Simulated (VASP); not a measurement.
# Ir (Fm-3m) in VASP: single point with LDA

Aim: the single point of Ir with LDA.

Everything below comes from runs of VASP 6.6.1. Logs are shortened: lines on timing, memory, paths and dates and some standing lists are left out, and cuts for length are marked.

**1. The cell of the first run**

It takes space group Fm-3m (No. 225, cubic). The conventional cell has a = 3.813 Å, b = 3.813 Å, c = 3.813 Å, α = 90.00°, β = 90.00°, γ = 90.00°. Ir (site symmetry m-3m) has 12 Ir at 2.70 Å within 3.6 Å.

**2. Single point, LDA**

File INCAR:

```
PREC     = Accurate       # precision mode
ENCUT    = 560            # plane-wave cutoff, eV
EDIFF    = 1E-6           # SCF threshold, eV
ISMEAR   = -1             # smearing method
SIGMA    = 0.05           # smearing width, eV
LREAL    = F              # projectors in reciprocal space
LASPH    = T              # aspherical terms in the spheres
NELM     = 120            # most SCF steps
ALGO     = Normal         # electronic algorithm
ISIF     = 2              # what is computed and relaxed
LWAVE    = F              # write WAVECAR
LCHARG   = F              # write CHGCAR
NBANDS   = 14             # bands
GGA_COMPAT= F
```

File KPOINTS:

```
regular mesh
0
Gamma
  11 11 11
```

File POSCAR:

```
Ir
1.0
    0.0000000000      1.9064075952      1.9064075952
    1.9064075952      0.0000000000      1.9064075952
    1.9064075952      1.9064075952      0.0000000000
Ir
1
Direct
    0.0000000000      0.0000000000      0.0000000000
```

Potentials or basis: VASP PAW LDA potentials, release 64 (Ir_sv_GW).

The run is started by

```console
cat potpaw_LDA.64/Ir_sv_GW/POTCAR > POTCAR
mpirun -np 1 vasp_std > vasp.out
```

OUTCAR:

```text
PREC = Accurate
   ENCUT = 560
   EDIFF = 1E-6
   ISMEAR = -1
   LREAL = F
   LASPH = T
   NELM = 120
   ISIF = 2

 ion  position               nearest neighbor table
   1  0.000  0.000  0.000-

  LATTYP: Found a face centered cubic cell.
 ALAT       =     3.8128151904

  Lattice vectors:

 A1 = (   0.0000000000,   1.9064075952,   1.9064075952)
 A2 = (   1.9064075952,   0.0000000000,   1.9064075952)
 A3 = (   1.9064075952,   1.9064075952,   0.0000000000)

Analysis of symmetry for initial positions (statically):
=====================================================================
 Subroutine PRICEL returns:
 Original cell was already a primitive cell.

 Routine SETGRP: Setting up the symmetry group for a
 face centered cubic supercell.

 Subroutine GETGRP returns: Found 48 space group operations
 (whereof 48 operations were pure point group operations)
 out of a pool of 48 trial point group operations.

The static configuration has the point symmetry O_h .

Analysis of symmetry for dynamics (positions and initial velocities):
=====================================================================
 Subroutine PRICEL returns:
 Original cell was already a primitive cell.

 Routine SETGRP: Setting up the symmetry group for a
 face centered cubic supercell.

 Subroutine GETGRP returns: Found 48 space group operations
 (whereof 48 operations were pure point group operations)
 out of a pool of 48 trial point group operations.

The dynamic configuration has the point symmetry O_h .

 Subroutine INISYM returns: Found 48 space group operations
 (whereof 48 operations are pure point group operations),
 and found     1 'primitive' translations

----------------------------------------------------------------------------------------

                                     Primitive cell

  volume of cell :      13.8573

  direct lattice vectors                    reciprocal lattice vectors
     0.000000000  1.906407595  1.906407595    -0.262273399  0.262273399  0.262273399
     1.906407595  0.000000000  1.906407595     0.262273399 -0.262273399  0.262273399
     1.906407595  1.906407595  0.000000000     0.262273399  0.262273399 -0.262273399

  length of vectors
     2.696067477  2.696067477  2.696067477     0.454270853  0.454270853  0.454270853

  position of ions in fractional coordinates (direct lattice)
     0.000000000  0.000000000  0.000000000

  ion indices of the primitive-cell ions
   primitive index   ion index
                 1           1
[... 79 lines left out ...]
   ISYM   =      2    0-nonsym 1-usesym 2-fastsym
   POTIM  = 0.5000    time-step for ionic-motion
   TEBEG  =    0.0;   TEEND  =   0.0 temperature during run
   PSTRESS=    0.0 pullay stress
   NELECT =      17.0000    total number of electrons
   NUPDOWN=      -1.0000    fix difference up-down
   EMIN   =  10.00;   EMAX   =-10.00  energy-range for DOS
   EFERMI =   0.00;   METHOD = LEGACY
   ISMEAR =    -1;   SIGMA  =   0.05  broadening in eV -4-tet -1-fermi 0-gaus
   EFERMI_NEDOS =   21; number of points for ismear=-14 and -15
   IALGO  =     38    algorithm
   IMIX   =      4    mixing-type and parameters
     AMIX     =   0.40;   BMIX     =  1.00
     AMIX_MAG =   1.60;   BMIX_MAG =  1.00
  volume/ion in A,a.u.               =      13.86        93.51
  Fermi-wavevector in a.u.,A,eV,Ry     =   1.752530  3.311801 41.788393  3.071360
  Thomas-Fermi vector in A             =   2.822842
   LORBIT       =      0    0 simple, 1 ext, 2 COOP (PROOUT), +10 PAW based schemes
   GGA     = CA    functional components
   LHFCALC =     F    Hartree Fock is set to
   AEXX    =    0.0000 exact exchange contribution
   IVDW    =     0    specifies the selected vdW correction
   LEPSILON=     F    determine dielectric tensor
   LRPA    =     F    only Hartree local field effects (RPA)
 non-spin polarized calculation
  energy-cutoff  :      560.00
  volume of cell :       13.86
 maximum number of plane-waves:       431
 NGX is ok and might be reduce to    24
   NGX = 11   NGY = 11   NGZ = 11

 number of electron      17.0000000 magnetization

 Free energy of the ion-electron system (eV)
  ---------------------------------------------------
  ext. energy  EPLUGINS =         0.00000000
  ---------------------------------------------------
  free energy    TOTEN  =       -10.88199044 eV

  energy without entropy =      -10.86859690  energy(sigma->0) =      -10.87529367

 E-fermi :  12.9929     XC(G=0): -14.9174

 val. band max:       12.9886244227   @ k =   0.2727   0.2727   0.0000
 cond. band min:      13.0117214790   @ k =   0.3636   0.2727   0.0000
 fundamental gap:      0.0230970563
 Fermi energy:        12.9928550111

 k-point     1 :       0.0000    0.0000    0.0000
  band No.  band energies     occupation
      1     -79.5406      2.00000
      2     -36.1818      2.00000
      3     -36.1818      2.00000
      4     -36.1818      2.00000
      5       1.7577      2.00000
      6       9.0296      2.00000
      7       9.0296      2.00000
      8       9.0296      2.00000
      9      11.8444      2.00000
     10      11.8444      2.00000
     11      26.6477      0.00000
     12      32.2424      0.00000
     13      32.2424      0.00000
     14      32.2424      0.00000
[... 377 lines left out ...]
      1     -79.4915      2.00000
      2     -36.6602      2.00000
      3     -36.3860      2.00000
      4     -36.2430      2.00000
      5       5.0137      2.00000
      6       7.8402      2.00000
      7       9.2181      2.00000
      8      10.4977      2.00000
      9      10.5770      2.00000
     10      13.7666      0.00000
     11      27.1686      0.00000
     12      30.4466      0.00000
     13      32.2472      0.00000
     14      32.9265      0.00000

 [... further k-points ...]

------------------------ aborting loop because EDIFF is reached ----------------------------------------

  FORCE on cell =-STRESS in cart. coord.  units (eV):
  Direction    XX          YY          ZZ          XY          YZ          ZX
  --------------------------------------------------------------------------------------
  -------------------------------------------------------------------------------------
  Total       -0.0280762     -0.0280762     -0.0280762     -0.0000000      0.0000000     -0.0000000
  in kB       -3.2461674     -3.2461674     -3.2461674     -0.0000000      0.0000000     -0.0000000
  external PRESSURE =      -3.2461674 kB  Pullay stress =       0.0000000 kB

 VOLUME and BASIS-vectors are now :
 -----------------------------------------------------------------------------
  energy-cutoff  :      560.00
  volume of cell :       13.86
      direct lattice vectors                 reciprocal lattice vectors
     0.000000000  1.906407595  1.906407595    -0.262273399  0.262273399  0.262273399
     1.906407595  0.000000000  1.906407595     0.262273399 -0.262273399  0.262273399
     1.906407595  1.906407595  0.000000000     0.262273399  0.262273399 -0.262273399

 POSITION                                       TOTAL-FORCE (eV/Angst)
 -----------------------------------------------------------------------------------
      0.00000      0.00000      0.00000         0.000000      0.000000     -0.000000
 -----------------------------------------------------------------------------------
    total drift:                                0.000000      0.000000     -0.000000

  FREE ENERGIE OF THE ION-ELECTRON SYSTEM (eV)
  ---------------------------------------------------
  free  energy   TOTEN  =       -10.8819904407 eV

  energy  without entropy=      -10.8685968974  energy(sigma->0) =      -10.87529367
```

Run time: 10 s. Hardware: 1 thread of Intel Xeon Platinum 8259CL at 2.50GHz (Skylake/Cascade Lake), shared host; peak memory 0.14 GiB.

What came out:

| Quantity | Value |
| --- | --- |
| Free energy | -10.8820 eV |
| Pressure | -0.3 GPa |
| Band gap on the k mesh | zero (an odd number of electrons rules out a gap without spin polarisation) |

Caveat: spin-orbit coupling is left out, which moves the levels of the heavy elements.

The gap in the log of VASP goes by the Fermi energy; the results here count the filled bands.